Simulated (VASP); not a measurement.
# AlTl5B4P10 (P1) in VASP: single point with r2SCAN

Aim: the single point of AlTl5B4P10 with r2SCAN.

Program: VASP 6.6.1. These are calculated values, not measurements. Logs are shortened: lines on timing, memory, paths and dates and some standing lists are left out, and cuts for length are marked.

## Step 1: The cell of the first run

The typed cell holds 20 atoms: a = 6.638 Å, b = 6.693 Å, c = 9.888 Å, α = 83.06°, β = 70.39°, γ = 68.93°.

## Step 2: Single point, r2SCAN

File POSCAR:

```
AlTl5B4P10
1.0
    2.6500418711      2.6500147176      5.4786130228
   -2.6838896884     -2.6847069521      5.5128830486
    7.9109242102     -5.2618835536      2.7398342721
B Al P Tl
4 1 10 5
Direct
    0.1979180567      0.0072048861      0.6029321018
    0.5887588927      1.0052451677      0.8071460612
    0.4017483976      0.9993212865      0.2017858636
    0.9040153401      0.4893269921      0.1905994474
    0.1063262694      0.5016142091      0.7977121412
    0.5127372642      0.9044441328      0.6464822841
    0.4799950160      0.3224928838      0.7980352245
    0.9652592085      0.8859915586      0.7556816565
    0.4122468181      0.9106149856      1.0056145279
    0.7514592882      0.8359903496      0.1992880279
    0.7118403597      0.3903144659      0.3540535379
    0.2194108525      0.9144398352      0.4020061392
    0.0927235799      0.3229752436      0.6176753379
    0.8921290686      0.4046374553      1.0152102572
    0.2351881672      0.3435362782      0.2019668456
    0.0025542255     -0.0008634193      0.9898320237
    0.2883172190      0.5100783414      0.3993744040
    0.7982501795     -0.0077779802      0.4102368121
    0.7005971669      0.5008795332      0.5920173695
    0.4928244235      0.5045388911      0.0059030264
```

File INCAR.step1:

```
SYSTEM = AlTl5B4P10
  PREC = Accurate
  ENCUT = 520
  ISMEAR = 0
  SIGMA = 0.1
  LREAL = Auto
  LASPH = .True.
  NELM = 60
  NBANDS = 81
  ISYM = 0
  GGA = PE
  ALGO = Normal
  EDIFF = 1E-4
  LWAVE = .True.
  LCHARG = .False.
```

File INCAR.step2:

```
SYSTEM = AlTl5B4P10
  PREC = Accurate
  ENCUT = 520
  EDIFF = 1E-6
  ISMEAR = 0
  SIGMA = 0.1
  LREAL = Auto
  LASPH = .True.
  NELM = 60
  ALGO = Normal
  ISIF = 2
  LWAVE = .False.
  LCHARG = .False.
  METAGGA = R2SCAN
  LMIXTAU = .True.
  NBANDS = 81
  ISYM = 0
  ISTART = 1
```

File KPOINTS:

```
Automatic mesh
0
Gamma
  2 2 2
  0.5 0.5 0.5
```

Potentials or basis: VASP PAW PBE potentials, release 64 (B, Al, P, Tl_d).

On the command line:

```console
cat potpaw_PBE.64/B/POTCAR potpaw_PBE.64/Al/POTCAR potpaw_PBE.64/P/POTCAR potpaw_PBE.64/Tl_d/POTCAR > POTCAR
cp INCAR.step1 INCAR
mpirun -np 1 vasp_std > vasp.out
cp INCAR.step2 INCAR
mpirun -np 1 vasp_std > vasp.out
```

OUTCAR:

```text
SYSTEM = AlTl5B4P10
   PREC = Accurate
   ENCUT = 520
   EDIFF = 1E-6
   ISMEAR = 0
   LREAL = Auto
   LASPH = .True.
   NELM = 60
   ISIF = 2
   METAGGA = R2SCAN
   ISYM = 0
   ISTART = 1

 ion  position               nearest neighbor table
   1  0.198  0.007  0.603-  13 1.98   8 2.09  12 2.10   6 2.13
   2  0.589  0.005  0.807-   7 1.98   6 2.07   9 2.08   8 2.23
   3  0.402  0.999  0.202-   9 2.07  12 2.08  15 2.17  10 2.17
   4  0.904  0.489  0.191-  11 1.91  14 1.92  15 2.10  10 2.17
   5  0.106  0.502  0.798-  13 2.30  14 2.31   7 2.34   8 2.44  17 3.71
   6  0.513  0.904  0.646-   2 2.07   1 2.13  19 2.57  18 2.63
   7  0.480  0.322  0.798-   2 1.98   5 2.34  19 2.53  20 2.55
   8  0.965  0.886  0.756-   1 2.09   2 2.23   5 2.44  16 2.63
   9  0.412  0.911  0.006-   3 2.07   2 2.08  20 2.57  16 2.62
  10  0.751  0.836  0.199-   4 2.17   3 2.17  16 2.59  18 2.60
  11  0.712  0.390  0.354-   4 1.91  19 2.52  17 2.52  18 2.55
  12  0.219  0.914  0.402-   3 2.08   1 2.10  17 2.58  18 2.63
  13  0.093  0.323  0.618-   1 1.98   5 2.30  19 2.53  17 2.56
  14  0.892  0.405  0.015-   4 1.92   5 2.31  20 2.52  16 2.56
  15  0.235  0.344  0.202-   4 2.10   3 2.17  20 2.54  17 2.54
  16  0.003  0.999  0.990-  14 2.56  10 2.59   9 2.62   8 2.63  20 3.75  20 3.80  18 3.92
  17  0.288  0.510  0.399-  11 2.52  15 2.54  13 2.56  12 2.58  18 3.65  20 3.67   5 3.71  19 3.74
                            19 3.80  18 3.90
  18  0.798  0.992  0.410-  11 2.55  10 2.60   6 2.63  12 2.63  17 3.65  19 3.71  19 3.79  17 3.90
                            16 3.92
  19  0.701  0.501  0.592-  11 2.52   7 2.53  13 2.53   6 2.57  18 3.71  17 3.74  18 3.79  17 3.80
                            20 3.86
  20  0.493  0.505  0.006-  14 2.52  15 2.54   7 2.55   9 2.57  17 3.67  16 3.75  16 3.80  19 3.86

IMPORTANT INFORMATION: All symmetrisations will be switched off!
NOSYMM: (Re-)initialisation of all symmetry stuff for point group C_1.

----------------------------------------------------------------------------------------

                                     Primitive cell

  volume of cell :     386.1674

  direct lattice vectors                    reciprocal lattice vectors
     2.650041871  2.650014718  5.478613023     0.056070233  0.131977509  0.091568649
    -2.683889688 -2.684706952  5.512883049    -0.093452798 -0.093431543  0.090396746
     7.910924210 -5.261883554  2.739834272     0.075919642 -0.075908435 -0.000005797

  length of vectors
     6.637808417  6.693488985  9.888216838     0.170137449  0.160107621  0.107358664

  position of ions in fractional coordinates (direct lattice)
     0.197918057  0.007204886  0.602932102
     0.588758893  0.005245168  0.807146061
     0.401748398  0.999321286  0.201785864
     0.904015340  0.489326992  0.190599447
     0.106326269  0.501614209  0.797712141
[... 100 lines left out ...]
   NELECT =     130.0000    total number of electrons
   NUPDOWN=      -1.0000    fix difference up-down
   EMIN   =  10.00;   EMAX   =-10.00  energy-range for DOS
   EFERMI =   0.00;   METHOD = LEGACY
   ISMEAR =     0;   SIGMA  =   0.10  broadening in eV -4-tet -1-fermi 0-gaus
   EFERMI_NEDOS =   21; number of points for ismear=-14 and -15
   IALGO  =     38    algorithm
   IMIX   =      4    mixing-type and parameters
     AMIX     =   0.40;   BMIX     =  1.00
     AMIX_MAG =   1.60;   BMIX_MAG =  1.00
  volume/ion in A,a.u.               =      19.31       130.30
  Fermi-wavevector in a.u.,A,eV,Ry     =   1.138844  2.152102 17.646276  1.296965
  Thomas-Fermi vector in A             =   2.275548
   LORBIT       =      0    0 simple, 1 ext, 2 COOP (PROOUT), +10 PAW based schemes
   METAGGA = R2SCAN    functional components
   LHFCALC =     F    Hartree Fock is set to
   AEXX    =    0.0000 exact exchange contribution
   IVDW    =     0    specifies the selected vdW correction
   LEPSILON=     F    determine dielectric tensor
   LRPA    =     F    only Hartree local field effects (RPA)
 non-spin polarized calculation
 Gauss-broadening in eV      SIGMA  =   0.10
  energy-cutoff  :      520.00
  volume of cell :      386.17
 maximum number of plane-waves:     10418
 NGX is ok and might be reduce to    50
   NGX = 25   NGY = 25   NGZ = 37

 number of electron     130.0000002 magnetization

 Free energy of the ion-electron system (eV)
  ---------------------------------------------------
  ext. energy  EPLUGINS =         0.00000000
  ---------------------------------------------------
  free energy    TOTEN  =      -389.83470833 eV

  energy without entropy =     -389.83470833  energy(sigma->0) =     -389.83470833

 E-fermi :   6.2731     XC(G=0): -10.5411

 val. band max:        5.8292091333   @ k =  -0.2500  -0.2500   0.2500
 cond. band min:       6.8861940232   @ k =   0.2500   0.2500   0.2500
 fundamental gap:      1.0569848899
 Fermi energy:         6.2731263629

 k-point     1 :       0.2500    0.2500    0.2500
  band No.  band energies     occupation
      1      -7.8942      2.00000
      2      -7.4820      2.00000
      3      -7.1250      2.00000
      4      -6.9352      2.00000
      5      -6.8556      2.00000
      6      -6.7105      2.00000
[... 309 lines left out ...]
     76       9.1896      0.00000
     77       9.4317      0.00000
 [bands above 77 left out]

------------------------ aborting loop because EDIFF is reached ----------------------------------------

  FORCE on cell =-STRESS in cart. coord.  units (eV):
  Direction    XX          YY          ZZ          XY          YZ          ZX
  --------------------------------------------------------------------------------------
  -------------------------------------------------------------------------------------
  Total       -0.6080205     -0.5947958     -0.5859652      0.0488785     -0.0351442     -0.0134447
  in kB       -2.5226279     -2.4677594     -2.4311222      0.2027930     -0.1458106     -0.0557811
  external PRESSURE =      -2.4738365 kB  Pullay stress =       0.0000000 kB

 VOLUME and BASIS-vectors are now :
 -----------------------------------------------------------------------------
  energy-cutoff  :      520.00
  volume of cell :      386.17
      direct lattice vectors                 reciprocal lattice vectors
     2.650041871  2.650014718  5.478613023     0.056070233  0.131977509  0.091568649
    -2.683889688 -2.684706952  5.512883049    -0.093452798 -0.093431543  0.090396746
     7.910924210 -5.261883554  2.739834272     0.075919642 -0.075908435 -0.000005797

 POSITION                                       TOTAL-FORCE (eV/Angst)
 -----------------------------------------------------------------------------------
      5.27490     -2.66742      2.77597        -0.006895      0.000108      0.006736
      7.93143     -2.70097      5.46594        -0.007850     -0.022813     -0.006605
     -0.02111     -2.68002      8.26303        -0.002193      0.008364      0.006648
      2.59020      0.07904      8.17256        -0.007775     -0.009141     -0.017539
      5.24613     -5.26239      5.53346         0.013249      0.000156     -0.007213
      4.04562     -4.47112      9.56644        -0.001469      0.000229     -0.002757
[... 12 lines left out ...]
      5.19571     -2.60325      8.22162        -0.001828      0.001421     -0.006561
     -0.00142     -0.07961      5.49763        -0.006076      0.010279     -0.010054
 -----------------------------------------------------------------------------------
    total drift:                               -0.005558     -0.006155     -0.004596

  FREE ENERGIE OF THE ION-ELECTRON SYSTEM (eV)
  ---------------------------------------------------
  free  energy   TOTEN  =      -389.8347083264 eV

  energy  without entropy=     -389.8347083264  energy(sigma->0) =     -389.83470833
```

Run time: 9.3 min. Hardware: 1 thread of Intel Xeon Platinum 8259CL at 2.50GHz (Skylake/Cascade Lake), shared host; peak memory 0.55 GiB.

What came out:

- Free energy: -389.8347 eV
- Pressure: -0.2 GPa
- Largest force: 0.027 eV/Å
- Band gap on the k mesh: 1.06 eV, indirect (least direct gap 1.10 eV)

Forces on the atoms (eV/Å):
```
B   -0.007  0.000  0.007
B   -0.008 -0.023 -0.007
B   -0.002  0.008  0.007
B   -0.008 -0.009 -0.018
Al   0.013  0.000 -0.007
P   -0.001  0.000 -0.003
P   -0.004  0.000  0.000
P    0.011  0.014  0.006
P    0.006  0.000  0.001
P   -0.004  0.005  0.002
P    0.002  0.008  0.007
P   -0.001  0.000 -0.013
P   -0.001 -0.002  0.004
P    0.010 -0.002  0.007
P   -0.015 -0.019  0.013
Tl   0.014 -0.004  0.005
Tl   0.011  0.003 -0.001
Tl  -0.008  0.008  0.005
Tl  -0.002  0.001 -0.007
Tl  -0.006  0.010 -0.010
```

Caveat: the PAW data sets were made with another functional, which shifts forces and pressure a little; spin-orbit coupling is left out, which moves the levels of the heavy elements.
